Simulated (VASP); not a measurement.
**ZnS: single point with PBE**

ZnS:

```xyz
4
Lattice="2.7122 2.7122 0.0000 -2.7122 2.7122 0.0000 0.0000 0.0000 5.4967" Properties=species:S:1:pos:R:3 pbc="T T T"
Zn    0.0000    0.0000    0.0000
Zn    0.0000    2.7122    2.7484
S     1.3561    1.3561    4.1225
S    -1.3561    1.3561    1.3742
```

```
Program             : VASP 6.6.1
Task                : single point
Functional          : PBE
Potentials or basis : VASP PAW PBE potentials, release 64 (Zn, S)
Cutoff              : 520 eV
k mesh              : 8 × 8 × 6
Occupations         : gaussian, width 0.02 eV
Spin                : no spin polarisation
```

The pressure is 0.0 GPa. The band gap on the k mesh is 1.99 eV.

Stress tensor (GPa, compression positive):
```
 0.13  0.00  0.00
 0.00  0.13  0.00
 0.00  0.00 -0.42
```

Levels at points of the mesh, in eV from the valence-band top:
| k point | band 14 | band 15 | band 16 | band 17 | band 18 | band 19 | band 20 | band 21 | band 22 | band 23 |
| --- | --- | --- | --- | --- | --- | --- | --- | --- | --- | --- |
| (0.00, 0.00, 0.00) | -2.10 | -2.10 | -0.05 | 0.00 | 0.00 | 1.99 | 3.49 | 4.14 | 6.40 | 6.40 |
| (0.50, 0.00, 0.00) | -3.90 | -2.47 | -2.47 | -0.84 | -0.84 | 4.79 | 4.79 | 6.65 | 6.65 | 7.17 |
| (0.50, 0.50, 0.00) | -4.45 | -2.18 | -2.18 | -2.16 | -2.16 | 3.43 | 3.43 | 4.02 | 4.02 | 10.84 |
| (0.00, 0.00, 0.50) | -2.59 | -1.17 | -1.17 | -1.17 | -1.17 | 4.41 | 4.41 | 4.62 | 4.62 | 8.50 |
| (0.50, 0.00, 0.50) | -5.15 | -0.88 | -0.88 | -0.81 | -0.81 | 3.24 | 3.24 | 6.87 | 6.87 | 6.98 |
| (0.50, 0.50, 0.50) | -4.46 | -2.65 | -2.65 | -2.64 | -2.64 | 5.64 | 5.64 | 5.85 | 5.85 | 7.69 |

Run time: 2.9 min on 1 thread of AMD EPYC 7R43 64-Core Processor (Zen 3) (shared host), peak memory 0.21 GiB.

PBE gaps usually lie below the measured ones, often by a third to a half.
